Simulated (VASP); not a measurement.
# C (Cmme) in VASP: further runs

Runs on C. Level: PBE. Tasks: single point.

Program: VASP 6.6.1. These are calculated values, not measurements. Logs are shortened: lines on timing, memory, paths and dates and some standing lists are left out, and cuts for length are marked.

## (1) The cell of the first run

The structure is orthorhombic, space group Cmme (No. 67). Conventional cell: a = 2.423 Å, b = 4.310 Å, c = 8.785 Å, α = 90.00°, β = 90.00°, γ = 90.00°. Within 1.9 Å of C (site symmetry m) lie 3 C at 1.41 to 1.44 Å.

## (2) Single point, PBE

INCAR reads:

```
SYSTEM = C
  PREC = Accurate
  ENCUT = 520
  EDIFF = 1E-6
  ISMEAR = 0
  SIGMA = 0.15
  LREAL = .FALSE.
  LASPH = .TRUE.
  NELM = 100
  ALGO = Normal
  ISIF = 2
  LWAVE = .FALSE.
  LCHARG = .TRUE.
  GGA = PE
  LELF = .TRUE.
  LVHAR = .TRUE.
  NBANDS = 16
```

KPOINTS reads:

```
Automatic mesh
0
G
  21 21 6
  0 0 0
```

POSCAR reads:

```
C
1.0
    1.2114747728     -2.1551794162      0.0000000000
    1.2114747728      2.1551794162      0.0000000000
    0.0000000000      0.0000000000      8.7850193638
C
4
Direct
    0.0833329406      0.9166670594      0.7503043452
    0.5833329406      0.4166670594      0.2496956548
    0.9166670594      0.0833329406      0.2496956548
    0.4166670594      0.5833329406      0.7503043452
```

Potentials or basis: VASP PAW PBE potentials, release 64 (C).

Command:

```
$ cat potpaw_PBE.64/C/POTCAR > POTCAR
$ mpirun -np 1 vasp_std > vasp.out
```

OUTCAR:

```text
SYSTEM = C
   PREC = Accurate
   ENCUT = 520
   EDIFF = 1E-6
   ISMEAR = 0
   LREAL = .FALSE.
   LASPH = .TRUE.
   NELM = 100
   ISIF = 2
   GGA = PE

 ion  position               nearest neighbor table
   1  0.083  0.917  0.750-   4 1.41   4 1.41   4 1.44
   2  0.583  0.417  0.250-   3 1.41   3 1.41   3 1.44
   3  0.917  0.083  0.250-   2 1.41   2 1.41   2 1.44
   4  0.417  0.583  0.750-   1 1.41   1 1.41   1 1.44

  LATTYP: Found a base centered orthorhombic cell.
 ALAT       =     2.4229495456
 B/A-ratio  =     1.7789717661
 C/A-ratio  =     3.6257541474

  Lattice vectors:

 A1 = (   1.2114747728,  -2.1551794162,   0.0000000000)
 A2 = (   1.2114747728,   2.1551794162,   0.0000000000)
 A3 = (   0.0000000000,   0.0000000000,   8.7850193638)

Analysis of symmetry for initial positions (statically):
=====================================================================
 Subroutine PRICEL returns:
 Original cell was already a primitive cell.

 Routine SETGRP: Setting up the symmetry group for a
 base centered orthorhombic supercell.

 Subroutine GETGRP returns: Found  8 space group operations
 (whereof  4 operations were pure point group operations)
 out of a pool of  8 trial point group operations.

The static configuration has the point symmetry C_2h.
 The point group associated with its full space group is D_2h.

Analysis of symmetry for dynamics (positions and initial velocities):
=====================================================================
 Subroutine PRICEL returns:
 Original cell was already a primitive cell.

 Routine SETGRP: Setting up the symmetry group for a
 base centered orthorhombic supercell.

 Subroutine GETGRP returns: Found  8 space group operations
 (whereof  4 operations were pure point group operations)
 out of a pool of  8 trial point group operations.

The dynamic configuration has the point symmetry C_2h.
 The point group associated with its full space group is D_2h.

 Subroutine INISYM returns: Found  8 space group operations
 (whereof  4 operations are pure point group operations),
 and found     1 'primitive' translations

----------------------------------------------------------------------------------------

                                     Primitive cell

  volume of cell :      45.8744

  direct lattice vectors                    reciprocal lattice vectors
     1.211474773 -2.155179416  0.000000000     0.412720109 -0.231999246  0.000000000
     1.211474773  2.155179416  0.000000000     0.412720109  0.231999246  0.000000000
     0.000000000  0.000000000  8.785019364     0.000000000  0.000000000  0.113830142

  length of vectors
     2.472340883  2.472340883  8.785019364     0.473457008  0.473457008  0.113830142

  position of ions in fractional coordinates (direct lattice)
     0.083332941  0.916667059  0.750304345
     0.583332941  0.416667059  0.249695655
     0.916667059  0.083332941  0.249695655
     0.416667059  0.583332941  0.750304345

  ion indices of the primitive-cell ions
   primitive index   ion index
                 1           1
                 2           2
                 3           3
                 4           4

----------------------------------------------------------------------------------------

 KPOINTS: Automatic mesh

Automatic generation of k-mesh.
 Grid dimensions read from file:
 generate k-points for:   21   21    6

 Generating k-lattice:

  Cartesian coordinates                     Fractional coordinates (reciprocal lattice)
     0.019653339 -0.011047583  0.000000000     0.047619048  0.000000000  0.000000000
     0.019653339  0.011047583  0.000000000     0.000000000  0.047619048  0.000000000
     0.000000000  0.000000000  0.018971690     0.000000000  0.000000000  0.166666667

  Length of vectors
     0.022545572  0.022545572  0.018971690

  Shift w.r.t. Gamma in fractional coordinates (k-lattice)
     0.000000000  0.000000000  0.000000000

 Subroutine IBZKPT returns following result:
 ===========================================

 Found    484 irreducible k-points:

 Following reciprocal coordinates:
            Coordinates               Weight
  0.000000  0.000000  0.000000      1.000000
  0.047619 -0.000000  0.000000      4.000000
  0.095238  0.000000  0.000000      4.000000
  0.142857 -0.000000  0.000000      4.000000
  0.190476  0.000000  0.000000      4.000000
  0.238095  0.000000  0.000000      4.000000
[... 16 lines left out ...]
 -0.428571  0.047619  0.000000      4.000000
 -0.380952  0.047619  0.000000      4.000000
 [... further k-points ...]
   k-points           NKPTS =    484   k-points in BZ     NKDIM =    484   number of bands    NBANDS=     16
   number of dos      NEDOS =    301   number of ions     NIONS =      4
   total plane-waves  NPLWV =  22680
   dimension x,y,z NGX =    18 NGY =   18 NGZ =   70
   dimension x,y,z NGXF=    36 NGYF=   36 NGZF=  140
   ions per type =               4
   NGX,Y,Z   is equivalent  to a cutoff of  12.10, 12.10, 13.25 a.u.
   NGXF,Y,Z  is equivalent  to a cutoff of  24.21, 24.21, 26.49 a.u.
 SYSTEM =  C
   PREC   = accura    normal or accurate (medium, high low for compatibility)
   ISTART =      0    job   : 0-new  1-cont  2-samecut
   ICHARG =      2    charge: 1-file 2-atom 10-const
   ISPIN  =      1    spin polarized calculation?
   LNONCOLLINEAR =      F non collinear calculations
   LSORBIT =      F    spin-orbit coupling
   LASPH  =      T    aspherical Exc in radial PAW
   ENCUT  =  520.0 eV  38.22 Ry    6.18 a.u.   4.60  4.60 16.33*2*pi/ulx,y,z
   NELM   =    100;   NELMIN=  2; NELMDL= -5     # of ELM steps
   EDIFF  = 0.1E-05   stopping-criterion for ELM
   LREAL  =      F    real-space projection
   EDIFFG = 0.1E-04   stopping-criterion for IOM
   NSW    =      0    number of steps for IOM
   IBRION =     -1    ionic relax: 0-MD 1-quasi-New 2-CG
   NFREE  =      0    steps in history (QN), initial steepest desc. (CG)
   ISIF   =      2    stress and relaxation
   ISYM   =      2    0-nonsym 1-usesym 2-fastsym
   POTIM  = 0.5000    time-step for ionic-motion
   TEBEG  =    0.0;   TEEND  =   0.0 temperature during run
   PSTRESS=    0.0 pullay stress
   NELECT =      16.0000    total number of electrons
   NUPDOWN=      -1.0000    fix difference up-down
   EMIN   =  10.00;   EMAX   =-10.00  energy-range for DOS
   EFERMI =   0.00;   METHOD = LEGACY
   ISMEAR =     0;   SIGMA  =   0.15  broadening in eV -4-tet -1-fermi 0-gaus
   EFERMI_NEDOS =   21; number of points for ismear=-14 and -15
   IALGO  =     38    algorithm
   IMIX   =      4    mixing-type and parameters
     AMIX     =   0.40;   BMIX     =  1.00
     AMIX_MAG =   1.60;   BMIX_MAG =  1.00
  volume/ion in A,a.u.               =      11.47        77.39
  Fermi-wavevector in a.u.,A,eV,Ry     =   1.152368  2.177660 18.067895  1.327953
  Thomas-Fermi vector in A             =   2.289020
   LORBIT       =      0    0 simple, 1 ext, 2 COOP (PROOUT), +10 PAW based schemes
   GGA     = PE    functional components
   LHFCALC =     F    Hartree Fock is set to
   AEXX    =    0.0000 exact exchange contribution
   IVDW    =     0    specifies the selected vdW correction
   LEPSILON=     F    determine dielectric tensor
   LRPA    =     F    only Hartree local field effects (RPA)
 non-spin polarized calculation
 Gauss-broadening in eV      SIGMA  =   0.15
  energy-cutoff  :      520.00
  volume of cell :       45.87
 maximum number of plane-waves:      1260
   NGX =  9   NGY =  9   NGZ = 33

 number of electron      15.9999999 magnetization

 Free energy of the ion-electron system (eV)
  ---------------------------------------------------
  ext. energy  EPLUGINS =         0.00000000
  ---------------------------------------------------
  free energy    TOTEN  =       -36.86369906 eV

  energy without entropy =      -36.86321126  energy(sigma->0) =      -36.86345516

 E-fermi :   2.6752     XC(G=0):  -8.5578

 val. band max:        2.5907382153   @ k =   0.3333   0.3333   0.0000
 cond. band min:       2.8040149969   @ k =   0.3333   0.3333   0.0000
 fundamental gap:      0.2132767816
 Fermi energy:         2.6752352071

 k-point     1 :       0.0000    0.0000    0.0000
  band No.  band energies     occupation
      1     -16.9800      2.00000
      2     -16.9539      2.00000
      3      -5.2366      2.00000
      4      -4.8463      2.00000
      5      -0.4497      2.00000
      6      -0.4488      2.00000
[... 8 lines left out ...]
     15      12.3678      0.00000
     16      14.2280      0.00000

 k-point     2 :       0.0476   -0.0000    0.0000
  band No.  band energies     occupation
      1     -16.9252      2.00000
      2     -16.8992      2.00000
      3      -5.1704      2.00000
      4      -4.7812      2.00000
      5      -0.6019      2.00000
      6      -0.6014      2.00000
[... 8 lines left out ...]
     15      12.4468      0.00000
     16      14.0386      0.00000

 k-point     3 :       0.0952    0.0000    0.0000
  band No.  band energies     occupation
      1     -16.7610      2.00000
      2     -16.7353      2.00000
      3      -4.9723      2.00000
      4      -4.5866      2.00000
      5      -1.1703      2.00000
      6      -1.1689      2.00000
[... 8 lines left out ...]
     15      12.6696      0.00000
     16      13.4904      0.00000

 k-point     4 :       0.1429   -0.0000    0.0000
  band No.  band energies     occupation
      1     -16.4879      2.00000
      2     -16.4628      2.00000
      3      -4.6437      2.00000
      4      -4.2641      2.00000
      5      -2.0738      2.00000
      6      -2.0711      2.00000
[... 8 lines left out ...]
     15      12.8632      0.00000
     16      12.8664      0.00000
[... 324 lines left out ...]
 k-point    22 :      -0.4762    0.0476    0.0000
  band No.  band energies     occupation
      1     -12.2046      2.00000
      2     -12.1889      2.00000
      3      -9.8673      2.00000
      4      -9.8551      2.00000
      5      -4.0685      2.00000
      6      -4.0666      2.00000
[... 8 lines left out ...]
     15      14.9730      0.00000
     16      16.4441      0.00000

 k-point    23 :      -0.4286    0.0476    0.0000
  band No.  band energies     occupation
      1     -13.1030      2.00000
      2     -13.0848      2.00000
      3      -8.7289      2.00000
      4      -8.7178      2.00000
      5      -3.9141      2.00000
      6      -3.9122      2.00000
[... 8 lines left out ...]
     15      16.4213      0.00000
     16      16.9212      0.00000

 k-point    24 :      -0.3810    0.0476    0.0000
  band No.  band energies     occupation
      1     -13.9323      2.00000
      2     -13.9125      2.00000
      3      -7.5121      2.00000
      4      -7.5026      2.00000
      5      -3.6542      2.00000
      6      -3.6523      2.00000
[... 8 lines left out ...]
     15      15.9722      0.00000
     16      17.7208      0.00000

 [... further k-points ...]

------------------------ aborting loop because EDIFF is reached ----------------------------------------

  FORCE on cell =-STRESS in cart. coord.  units (eV):
  Direction    XX          YY          ZZ          XY          YZ          ZX
  --------------------------------------------------------------------------------------
  -------------------------------------------------------------------------------------
  Total        4.1048407     -1.2225844     -0.0165764      0.0000000     -0.0000000      0.0000000
  in kB      143.3627630    -42.6991194     -0.5789364      0.0000000     -0.0000000      0.0000000
  external PRESSURE =      33.3615691 kB  Pullay stress =       0.0000000 kB

 VOLUME and BASIS-vectors are now :
 -----------------------------------------------------------------------------
  energy-cutoff  :      520.00
  volume of cell :       45.87
      direct lattice vectors                 reciprocal lattice vectors
     1.211474773 -2.155179416  0.000000000     0.412720109 -0.231999246  0.000000000
     1.211474773  2.155179416  0.000000000     0.412720109  0.231999246  0.000000000
     0.000000000  0.000000000  8.785019364     0.000000000  0.000000000  0.113830142

 POSITION                                       TOTAL-FORCE (eV/Angst)
 -----------------------------------------------------------------------------------
      1.21147      1.79598      6.59144         0.000000     -0.289894     -0.000110
      1.21147     -0.35919      2.19358         0.000000     -0.289894      0.000110
      1.21147     -1.79598      2.19358         0.000000      0.289894      0.000110
      1.21147      0.35919      6.59144         0.000000      0.289894     -0.000110
 -----------------------------------------------------------------------------------
    total drift:                               -0.000000     -0.000000      0.000000

  FREE ENERGIE OF THE ION-ELECTRON SYSTEM (eV)
  ---------------------------------------------------
  free  energy   TOTEN  =       -36.8636990557 eV

  energy  without entropy=      -36.8632112585  energy(sigma->0) =      -36.86345516
```

Run time: 3.1 min. Hardware: 1 thread of AMD EPYC 7R13 (Zen 3), shared host; peak memory 0.32 GiB.

Results:

```
Free energy            : -36.8637 eV
Pressure               : 3.3 GPa
Largest force          : 0.290 eV/Å
Band gap on the k mesh : 0.21 eV
```

Forces in eV/Å, atoms in the order of the input:
```
C    0.000 -0.290  0.000
C    0.000 -0.290  0.000
C    0.000  0.290  0.000
C    0.000  0.290  0.000
```

Caveat: this functional lacks dispersion, which binds the layers, so the pressure and a relaxed spacing across them are unreliable.

## (3) Single point, PBE

This run uses another cell than the first one, of the same volume but with other edges.

INCAR reads:

```
PREC = Accurate
ENCUT = 520
EDIFF = 1E-6
ISMEAR = 0
SIGMA = 0.15
LREAL = F
LASPH = T
NELM = 60
ALGO = Normal
ISIF = 2
LWAVE = F
LCHARG = F
GGA = PE
NBANDS = 16
```

KPOINTS reads:

```
Automatic mesh
0
Gamma
  21 21 6
```

POSCAR reads:

```
C
1.0
    1.2780117884     -2.0983270930      0.0000000000
    1.2780117884      2.0983270930      0.0000000000
    0.0000000000      0.0000000000      8.5532758919
C
4
Direct
    0.0833329406      0.9166670594      0.7503043452
    0.5833329406      0.4166670594      0.2496956548
    0.9166670594      0.0833329406      0.2496956548
    0.4166670594      0.5833329406      0.7503043452
```

Potentials or basis: VASP PAW PBE potentials, release 64 (C).

Command:

```
$ cat potpaw_PBE.64/C/POTCAR > POTCAR
$ mpirun -np 1 vasp_std > vasp.out
```

Wall time 2.6 min (1 thread of AMD EPYC 9R45 (Zen 5), shared host); peak memory 0.32 GiB.

The run converged. Its results:

```yaml
Free_energy: -36.7507 eV
Pressure: -4.7 GPa
Largest_force: 0.567 eV/Å
Band_gap_on_the_k_mesh: 0.51 eV
```

Forces in eV/Å, atoms in the order of the input:
```
C    0.000  0.567  0.000
C    0.000  0.567  0.000
C    0.000 -0.567  0.000
C    0.000 -0.567  0.000
```

Stress tensor (GPa, compression positive):
```
-25.04   0.00   0.00
  0.00  11.09   0.00
  0.00   0.00   0.00
```

Levels at points of the mesh, in eV from the valence-band top:
```
           k point  band 4  band 5  band 6  band 7  band 8  band 9  band 10  band 11  band 12  band 13
(0.00, 0.00, 0.00)   -6.91   -2.83   -2.83   -2.70   -2.70    3.46     6.73     7.84     7.85     8.64
(0.00, 0.00, 0.50)   -7.15   -2.83   -2.83   -2.70   -2.70    4.70     4.71     7.84     7.84     8.65
```

Caveat: this functional lacks dispersion, which binds the layers, so the pressure and a relaxed spacing across them are unreliable.
